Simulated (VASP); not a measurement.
# HPbNO4 (P2_1/m) in VASP: notebook

The runs below take HPbNO4 through single point, with PBE-based screened hybrid with 25 % exact exchange, BLYP.

Everything below comes from runs of VASP 6.6.1. Logs are shortened: lines on timing, memory, paths and dates and some standing lists are left out, and cuts for length are marked.

**1. The cell of the first run**

Symmetry: P2_1/m, No. 11, monoclinic system. Conventional cell: a = 6.859 Å, b = 4.229 Å, c = 8.026 Å, α = 90.00°, β = 114.99°, γ = 90.00°. H (site symmetry m) has 1 O at 0.99 Å within 1.3 Å. Pb (site symmetry m) has 8 O at 2.47 to 3.14 Å and 3 H at 2.95 Å and 1 N at 3.26 Å within 3.3 Å. N (site symmetry m) has 3 O at 1.24 to 1.28 Å within 1.7 Å. Within 1.3 Å of O (site symmetry m) lie 1 H at 0.99 Å. O (site symmetry m) has 1 N at 1.24 Å within 1.7 Å. O (site symmetry m) has 1 N at 1.27 Å within 1.7 Å. Within 1.7 Å of O (site symmetry m) lie 1 N at 1.28 Å.

**2. Single point, PBE-based screened hybrid with 25 % exact exchange**

The input, POSCAR:

```
HPbNO4
1.0
    6.8587700000      0.0000000000      0.0000000000
    0.0000000000      4.2286500000      0.0000000000
   -3.3910100000      0.0000000000      7.2745900000
H Pb N O
2 2 2 8
Direct
    0.2254900000      0.7500000000      0.5073000000
    0.7745100000      0.2500000000      0.4927000000
    0.3022900000      0.2500000000      0.2849400000
    0.6977100000      0.7500000000      0.7150600000
    0.2148400000      0.7500000000      0.8356700000
    0.7851600000      0.2500000000      0.1643300000
    0.3307800000      0.7500000000      0.4533800000
    0.4090900000      0.7500000000      0.8690100000
    0.1550800000      0.7500000000      0.9653700000
    0.0708300000      0.7500000000      0.6695500000
    0.6692200000      0.2500000000      0.5466100000
    0.5909100000      0.2500000000      0.1309900000
    0.8449200000      0.2500000000      0.0346300000
    0.9291700000      0.2500000000      0.3304500000
```

The input, INCAR.step1:

```
SYSTEM = HPbNO4
ALGO = Normal ; EDIFF = 1E-5
ENCUT = 520 ; GGA = PE
ISIF = 2 ; ISMEAR = -1
LASPH = .TRUE. ; LREAL = .FALSE.
LUSENCCL = .FALSE. ; LWAVE = .TRUE.
NBANDS = 57 ; NELM = 80
PREC = Accurate ; SIGMA = 0.05
```

The input, INCAR.step2:

```
SYSTEM = HPbNO4
AEXX = 0.25 ; ALGO = Normal
EDIFF = 1E-6 ; ENCUT = 520
GGA = PE ; HFSCREEN = 0.3
ISIF = 2 ; ISMEAR = -1
ISTART = 1 ; LASPH = .TRUE.
LCHARG = .TRUE. ; LELF = .TRUE.
LHFCALC = .TRUE. ; LREAL = .FALSE.
LUSENCCL = .FALSE. ; LVHAR = .TRUE.
LWAVE = .FALSE. ; NBANDS = 57
NELM = 80 ; PREC = Accurate
PRECFOCK = Fast ; SIGMA = 0.05
```

The input, KPOINTS:

```
k-points
0
G
  2 3 2
  0 0 0
```

Potentials or basis: VASP PAW PBE potentials, release 64 (H, Pb_d, N, O).

Command:

```bash
$ cat potpaw_PBE.64/H/POTCAR potpaw_PBE.64/Pb_d/POTCAR potpaw_PBE.64/N/POTCAR potpaw_PBE.64/O/POTCAR > POTCAR
$ cp INCAR.step1 INCAR
$ mpirun -np 1 vasp_std > vasp.out
$ cp INCAR.step2 INCAR
$ mpirun -np 1 vasp_std > vasp.out
```

OUTCAR:

```text
SYSTEM = HPbNO4
   AEXX = 0.25
   EDIFF = 1E-6
   ENCUT = 520
   GGA = PE
   HFSCREEN = 0.3
   ISIF = 2
   ISMEAR = -1
   ISTART = 1
   LASPH = .TRUE.
   LHFCALC = .TRUE.
   LREAL = .FALSE.
   NELM = 80
   PREC = Accurate
   PRECFOCK = Fast

 ion  position               nearest neighbor table
   1  0.225  0.750  0.507-   7 0.99
   2  0.775  0.250  0.493-  11 0.99
   3  0.302  0.250  0.285-   7 2.47   7 2.47  11 2.51  14 2.73  12 2.74  13 2.92   4 3.98   4 3.98

   4  0.698  0.750  0.715-  11 2.47  11 2.47   7 2.51  10 2.73   8 2.74   9 2.92   3 3.98   3 3.98

   5  0.215  0.750  0.836-   8 1.24   9 1.27  10 1.28
   6  0.785  0.250  0.164-  12 1.24  13 1.27  14 1.28
   7  0.331  0.750  0.453-   1 0.99   3 2.47   3 2.47   4 2.51
   8  0.409  0.750  0.869-   5 1.24   4 2.74
   9  0.155  0.750  0.965-   5 1.27   4 2.92
  10  0.071  0.750  0.670-   5 1.28   4 2.73
  11  0.669  0.250  0.547-   2 0.99   4 2.47   4 2.47   3 2.51
  12  0.591  0.250  0.131-   6 1.24   3 2.74
  13  0.845  0.250  0.035-   6 1.27   3 2.92
  14  0.929  0.250  0.330-   6 1.28   3 2.73

  LATTYP: Found a simple monoclinic cell.
 ALAT       =     6.8587700000
 B/A-ratio  =     0.6165318271
 C/A-ratio  =     1.1701982117
 COS(beta)  =    -0.4224967775

  Lattice vectors:

 A1 = (   6.8587700000,   0.0000000000,   0.0000000000)
 A2 = (   0.0000000000,   4.2286500000,   0.0000000000)
 A3 = (  -3.3910100000,   0.0000000000,   7.2745900000)

Analysis of symmetry for initial positions (statically):
=====================================================================
 Subroutine PRICEL returns:
 Original cell was already a primitive cell.

 Routine SETGRP: Setting up the symmetry group for a
 simple monoclinic supercell.

 Subroutine GETGRP returns: Found  2 space group operations
 (whereof  1 operations were pure point group operations)
 out of a pool of  4 trial point group operations.

The static configuration has the point symmetry C_1 .
 The point group associated with its full space group is C_1h.

Analysis of symmetry for dynamics (positions and initial velocities):
=====================================================================
[... 134 lines left out ...]
   EFERMI_NEDOS =   21; number of points for ismear=-14 and -15
   IALGO  =     38    algorithm
   IMIX   =      1    mixing-type and parameters
     AMIX     =   0.40;   BMIX     =  1.00
     AMIX_MAG =   1.60;   BMIX_MAG =  1.00
  volume/ion in A,a.u.               =      15.07       101.70
  Fermi-wavevector in a.u.,A,eV,Ry     =   1.223161  2.311439 20.355980  1.496122
  Thomas-Fermi vector in A             =   2.358282
   LORBIT       =      0    0 simple, 1 ext, 2 COOP (PROOUT), +10 PAW based schemes
   GGA     = PE    functional components
   LHFCALC =     T    Hartree Fock is set to
   PRECFOCK=fast      Normal, Fast or Accurate (Low or Medium for compatibility)
   ENCUT4O =  -1.0   cutoff for four orbital integrals eV
   NKREDX  =     1    reduce k-point grid by
   NKREDY  =     1    reduce k-point grid by
   NKREDZ  =     1    reduce k-point grid by
   AEXX    =    0.2500 exact exchange contribution
   HFSCREEN=    0.3000 screening length (either q_TF or 0.3 A-1)
   HFSCREENC=   0.3000 screening length for correlation (either q_TF or 0.3 A-1)
   ENCUTFOCK=  -1.0 apply spherical cutoff to Coloumb kernel
   IVDW    =     0    specifies the selected vdW correction
   LEPSILON=     F    determine dielectric tensor
   LRPA    =     F    only Hartree local field effects (RPA)
 non-spin polarized calculation
  energy-cutoff  :      520.00
  volume of cell :      210.99
 maximum number of plane-waves:      5702
 NGX is ok and might be reduce to    54
  NGX = 30; NGY = 18; NGZ = 36

 number of electron      87.9999985 magnetization

 Free energy of the ion-electron system (eV)
  ---------------------------------------------------
  ext. energy  EPLUGINS =         0.00000000
  ---------------------------------------------------
  free energy    TOTEN  =      -100.08715623 eV

  energy without entropy =     -100.08715623  energy(sigma->0) =     -100.08715623

 E-fermi :   0.7768     XC(G=0):  -7.0889

 val. band max:       -0.3535447119   @ k =   0.5000   0.0000   0.5000
 cond. band min:       3.8361572853   @ k =   0.0000   0.3333   0.5000
 fundamental gap:      4.1897019972
 Fermi energy:         0.7768384545

 k-point     1 :       0.0000    0.0000    0.0000
  band No.  band energies     occupation
      1     -28.0514      2.00000
      2     -28.0095      2.00000
      3     -22.3778      2.00000
      4     -22.2864      2.00000
      5     -21.9955      2.00000
      6     -21.9328      2.00000
[... 461 lines left out ...]
     55      10.0297      0.00000
     56      10.4022      0.00000
 [bands above 56 left out]

------------------------ aborting loop because EDIFF is reached ----------------------------------------

  FORCE on cell =-STRESS in cart. coord.  units (eV):
  Direction    XX          YY          ZZ          XY          YZ          ZX
  --------------------------------------------------------------------------------------
  -------------------------------------------------------------------------------------
  Total       -5.4701974     -1.3891548     -5.2148336      0.0000000      0.0000000      0.0696902
  in kB      -41.5391000    -10.5488403    -39.5999408      0.0000000      0.0000000      0.5292075
  external PRESSURE =     -30.5626270 kB  Pullay stress =       0.0000000 kB

 VOLUME and BASIS-vectors are now :
 -----------------------------------------------------------------------------
  energy-cutoff  :      520.00
  volume of cell :      210.99
      direct lattice vectors                 reciprocal lattice vectors
     6.858770000  0.000000000  0.000000000     0.145798737 -0.000000000  0.067963277
     0.000000000  4.228650000  0.000000000     0.000000000  0.236482092 -0.000000000
    -3.391010000  0.000000000  7.274590000     0.000000000  0.000000000  0.137464792

 POSITION                                       TOTAL-FORCE (eV/Angst)
 -----------------------------------------------------------------------------------
     -0.17368      3.17149      3.69040         0.414859      0.000000     -0.191810
      3.64144      1.05716      3.58419        -0.412569      0.000000      0.190691
      1.10710      1.05716      2.07282         0.039826      0.000000      0.194842
      2.36066      3.17149      5.20177        -0.039702      0.000000     -0.195130
     -1.36023      3.17149      6.07916        -0.042864      0.000000     -0.047597
      4.82799      1.05716      1.19543         0.042797      0.000000      0.047729
      0.73133      3.17149      3.29815        -0.294132      0.000000      0.174608
     -0.14097      3.17149      6.32169        -0.868711      0.000000     -0.234535
     -2.20992      3.17149      7.02267         0.613932      0.000000     -0.685259
     -1.78464      3.17149      4.87070         0.286579      0.000000      0.960187
      2.73647      1.05716      3.97636         0.291669      0.000000     -0.173074
      3.60873      1.05716      0.95290         0.868761      0.000000      0.234483
      5.67768      1.05716      0.25192        -0.613898      0.000000      0.685140
      5.25240      1.05716      2.40389        -0.286547      0.000000     -0.960276
 -----------------------------------------------------------------------------------
    total drift:                               -0.000003      0.000003      0.000007

  FREE ENERGIE OF THE ION-ELECTRON SYSTEM (eV)
  ---------------------------------------------------
  free  energy   TOTEN  =      -100.0871562340 eV

  energy  without entropy=     -100.0871562340  energy(sigma->0) =     -100.08715623
```

OSZICAR.step1:

```text
N       E                     dE             d eps       ncg     rms          rms(c)
DAV:   1     0.104609168118E+04    0.10461E+04   -0.43055E+04   912   0.159E+03
DAV:   2     0.733713348072E+02   -0.97272E+03   -0.91309E+03  1032   0.439E+02
DAV:   3    -0.806270318412E+02   -0.15400E+03   -0.14960E+03  1076   0.198E+02
DAV:   4    -0.903998544566E+02   -0.97728E+01   -0.96816E+01  1160   0.545E+01
DAV:   5    -0.908737178041E+02   -0.47386E+00   -0.47326E+00  1352   0.109E+01    0.209E+01
DAV:   6    -0.811721459294E+02    0.97016E+01   -0.37227E+01  1262   0.322E+01    0.826E+00
DAV:   7    -0.811805014599E+02   -0.83555E-02   -0.43264E+00  1054   0.990E+00    0.504E+00
DAV:   8    -0.811470229850E+02    0.33478E-01   -0.11854E+00  1143   0.572E+00    0.162E+00
DAV:   9    -0.811000194089E+02    0.47004E-01   -0.20155E-01  1272   0.294E+00    0.505E-01
DAV:  10    -0.811056155163E+02   -0.55961E-02   -0.52516E-02  1175   0.108E+00    0.270E-01
DAV:  11    -0.811062066959E+02   -0.59118E-03   -0.42285E-03  1280   0.455E-01    0.840E-02
DAV:  12    -0.811066177240E+02   -0.41103E-03   -0.69663E-04  1094   0.140E-01    0.281E-02
DAV:  13    -0.811066612551E+02   -0.43531E-04   -0.68844E-05  1032   0.484E-02    0.127E-02
DAV:  14    -0.811066662632E+02   -0.50081E-05   -0.11266E-05   760   0.216E-02
   1 F= -.81106666E+02 E0= -.81106666E+02  d E =-.295406E-10
```

Run time: 19 min. Hardware: 1 × NVIDIA H100 80GB with 1 thread of AMD EPYC 7R13 (Zen 3), shared host; peak memory 1.4 GiB.

What came out:

| Item | Value |
| --- | --- |
| Free energy | -100.0872 eV |
| Pressure | -3.1 GPa |
| Largest force | 1.002 eV/Å |
| Band gap on the k mesh | 4.19 eV (least direct gap 4.56 eV) |

Forces on the atoms (eV/Å):
```
H    0.415  0.000 -0.192
H   -0.413  0.000  0.191
Pb   0.040  0.000  0.195
Pb  -0.040  0.000 -0.195
N   -0.043  0.000 -0.048
N    0.043  0.000  0.048
O   -0.294  0.000  0.175
O   -0.869  0.000 -0.235
O    0.614  0.000 -0.685
O    0.287  0.000  0.960
O    0.292  0.000 -0.173
O    0.869  0.000  0.234
O   -0.614  0.000  0.685
O   -0.287  0.000 -0.960
```

Stress tensor (GPa, compression positive):
```
-4.15  0.00  0.05
 0.00 -1.05  0.00
 0.05  0.00 -3.96
```

Caveat: the k points lie up to 0.51 Å⁻¹ apart; the standard files for N, O and F lose accuracy on very short bonds; the PAW data sets were made with another functional, which shifts forces and pressure a little; spin-orbit coupling is left out, which moves the levels of the heavy elements; an odd mesh through Γ misses points on the zone boundary, where band edges can lie.

**3. Single point, BLYP**

This run uses another cell than the first one, of 15.75 Å³/atom.

The input, INCAR:

```
AGGAC = 1.0
AGGAX = 1.0
ALDAC = 0.0
ALDAX = 1.0
ALGO = Normal
EDIFF = 1E-7
ENCUT = 520
GGA = B5
ISIF = 2
ISMEAR = -1
LASPH = True
LCHARG = False
LREAL = False
LWAVE = False
NBANDS = 57
NELM = 80
PREC = Accurate
SIGMA = 0.05
```

The input, KPOINTS:

```
k-points
0
Gamma
  3 5 3
```

The input, POSCAR:

```
HPbNO4
1.0
    6.9197567744      0.0000000000      0.0027941041
    0.0000000000      4.3178482449      0.0000000000
   -3.4181986650      0.0000000000      7.3770338128
H Pb N O
2 2 2 8
Direct
    0.2259165198      0.7500000000      0.5025751887
    0.7740834802      0.2500000000      0.4974248113
    0.3041169295      0.2500000000      0.2853225462
    0.6958830705      0.7500000000      0.7146774538
    0.2153496424      0.7500000000      0.8374643310
    0.7846503576      0.2500000000      0.1625356690
    0.3314723032      0.7500000000      0.4509825261
    0.4085145674      0.7500000000      0.8697365127
    0.1564101995      0.7500000000      0.9666208635
    0.0718153937      0.7500000000      0.6731184121
    0.6685276968      0.2500000000      0.5490174739
    0.5914854326      0.2500000000      0.1302634873
    0.8435898005      0.2500000000      0.0333791365
    0.9281846063      0.2500000000      0.3268815879
```

Potentials or basis: VASP PAW PBE potentials, release 64 (H, Pb_d, N, O).

Command:

```bash
$ cat potpaw_PBE.64/H/POTCAR potpaw_PBE.64/Pb_d/POTCAR potpaw_PBE.64/N/POTCAR potpaw_PBE.64/O/POTCAR > POTCAR
$ mpirun -np 1 vasp_std > vasp.out
```

Run time: 3.1 min. Hardware: 1 thread of AMD EPYC 9R45 (Zen 5), shared host; peak memory 0.37 GiB.

Results (log left out):

```
Free energy            : -76.8124 eV
Pressure               : 0.9 GPa
Largest force          : 0.578 eV/Å
Band gap on the k mesh : 3.14 eV (least direct gap 3.24 eV)
```

Forces on the atoms (eV/Å):
```
H   -0.142  0.000  0.058
H    0.142  0.000 -0.058
Pb   0.011  0.000 -0.019
Pb  -0.011  0.000  0.019
N   -0.075  0.000 -0.013
N    0.075  0.000  0.013
O    0.117  0.000 -0.049
O    0.569  0.000  0.101
O   -0.321  0.000  0.354
O   -0.155  0.000 -0.442
O   -0.117  0.000  0.049
O   -0.569  0.000 -0.101
O    0.321  0.000 -0.354
O    0.155  0.000  0.442
```

Stress tensor (GPa, compression positive):
```
 1.54  0.00 -0.03
 0.00 -0.14  0.00
-0.03  0.00  1.16
```

Levels at points of the mesh, in eV from the valence-band top:
```
           k point  band 42  band 43  band 44  band 45  band 46  band 47
(0.00, 0.00, 0.00)    -0.26    -0.20    -0.03     3.25     3.87     4.16
```

Caveat: the standard files for N, O and F lose accuracy on very short bonds; the PAW data sets were made with another functional, which shifts forces and pressure a little; spin-orbit coupling is left out, which moves the levels of the heavy elements; an odd mesh through Γ misses points on the zone boundary, where band edges can lie.
